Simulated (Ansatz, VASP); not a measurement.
**AlN: VASP beside Ansatz**

The input INCAR:

```
SYSTEM = AlN
PREC = Accurate
ENCUT = 520
EDIFF = 1E-7
ISMEAR = 0
SIGMA = 0.05
LREAL = .False.
LASPH = .True.
NELM = 80
ALGO = Normal
ISIF = 2
LWAVE = .False.
LCHARG = .False.
GGA = PE
NBANDS = 26
```

File KPOINTS:

```
regular mesh
0
Gamma
  8 8 3
  0 0 0
```

POSCAR

```
AlN
1.0
   -3.1302395629      0.0000000000      0.0000000000
   -1.5651197814     -2.7108669814      0.0000000000
    0.0000000000      0.0000000000     12.0359593112
Al N
4 4
Direct
    0.3333333333      0.3333333333      0.5458379260
    0.3333333333      0.3333333333      0.1289222880
    0.6666666667      0.6666666667      0.7542957451
    0.6666666667      0.6666666667      0.3373801070
    0.3333333333      0.3333333333      0.7049089881
    0.3333333333      0.3333333333      0.2879933500
    0.6666666667      0.6666666667      0.0795355310
    0.6666666667      0.6666666667      0.4964511690
```

Input for Ansatz:

```yaml
crystal:
  lattice:
    - [-3.1302395629, 0.0, 0.0]
    - [-1.5651197814, -2.7108669814, 0.0]
    - [0.0, 0.0, 12.0359593112]
  atoms:
    - { symbol: Al, position: [0.3333333333, 0.3333333333, 0.545837926] }
    - { symbol: Al, position: [0.3333333333, 0.3333333333, 0.128922288] }
    - { symbol: Al, position: [0.6666666667, 0.6666666667, 0.7542957451] }
    - { symbol: Al, position: [0.6666666667, 0.6666666667, 0.337380107] }
    - { symbol: "N", position: [0.3333333333, 0.3333333333, 0.7049089881] }
    - { symbol: "N", position: [0.3333333333, 0.3333333333, 0.28799335] }
    - { symbol: "N", position: [0.6666666667, 0.6666666667, 0.079535531] }
    - { symbol: "N", position: [0.6666666667, 0.6666666667, 0.496451169] }
basis:
  ecutwfc: 420
kpoints:
  mp_grid: { grid: [8, 8, 3] }
hamiltonian:
  xc: pbe
scf:
  occupations: { method: gaussian, width: 0.05 }
output:
  forces: true
  stress: true
  eigenvalues: true
```

Alike in both runs: task single point; functional PBE; k mesh 8 × 8 × 3; occupations gaussian, width 0.05 eV; no spin polarisation.

|  | VASP | Ansatz |
| --- | --- | --- |
| version | VASP 6.6.1 | Ansatz 0.2.0 |
| potentials or method | VASP PAW PBE potentials, release 64 (Al, N), cutoff 520 eV | scalar-relativistic, plane waves, PAW |
| valence electrons in the cell | 32 | 32 |

|  | VASP | Ansatz | Ansatz less VASP |
| --- | --- | --- | --- |
| gap on the k mesh at the Fermi level (eV) | none | none | - |
| pressure (GPa) | -2.4 | -2.2 | +0.21 |
| traceless stress, the component that is largest in VASP (GPa) | -2.53 | -2.49 | +0.038 |
| rms of the force components (eV/Å) | 0.810 | 0.813 | +0.0033 |

Atom by atom the forces differ by 0.006 eV/Å (rms over components). A gap of «none» marks a metal or a gap that the smearing closes. With one functional, cell and mesh, what is left measures potentials, basis and numerics.
